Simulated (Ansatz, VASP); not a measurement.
Two plane-wave programs on SnO

```
CELL_PARAMETERS angstrom
3.81370 0.00000 0.00000
0.00000 3.81370 0.00000
0.00000 0.00000 4.88691
ATOMIC_POSITIONS crystal
Sn 0.50000 0.00000 0.76463
Sn 0.00000 0.50000 0.23537
O 0.00000 0.00000 0.00000
O 0.50000 0.50000 0.00000
```

Alike in both runs: functional RPBE; k mesh 7 × 7 × 6; occupations fermi-dirac, width 0.05 eV; no spin polarisation.

|  | VASP | Ansatz |
| --- | --- | --- |
| version | VASP 6.6.1 | Ansatz 0.2.0 |
| potentials or method | VASP PAW PBE potentials, release 64 (Sn_d, O) | Ansatz PAW |
| plane-wave cutoff (eV) | 520 | 420 |
| valence electrons in the cell | 40 | 40 |
| task | single point | band structure |

VASP gave:

| Item | Value |
| --- | --- |
| gap on the k mesh at the Fermi level (eV) | 0.37 |
| least direct gap on the mesh (eV) | 2.06 |
| pressure (GPa) | 6.5 |
| traceless stress, the component that is largest in VASP (GPa) | -0.91 |
| rms of the force components (eV/Å) | 0.263 |

Problem. Estimate Ansatz's values.

Solution. gap on the k mesh at the Fermi level (eV): 0.36; least direct gap on the mesh (eV): 2.09; pressure (GPa): 6.2; traceless stress, the component that is largest in VASP (GPa): -0.93; rms of the force components (eV/Å): 0.226.

VASP's potentials were made for PBE, not for RPBE. Atom by atom the forces differ by 0.037 eV/Å (rms over components).

Noted on Ansatz's run: the k mesh misses the band edges, so the gap on the mesh is wider than the one along the path.
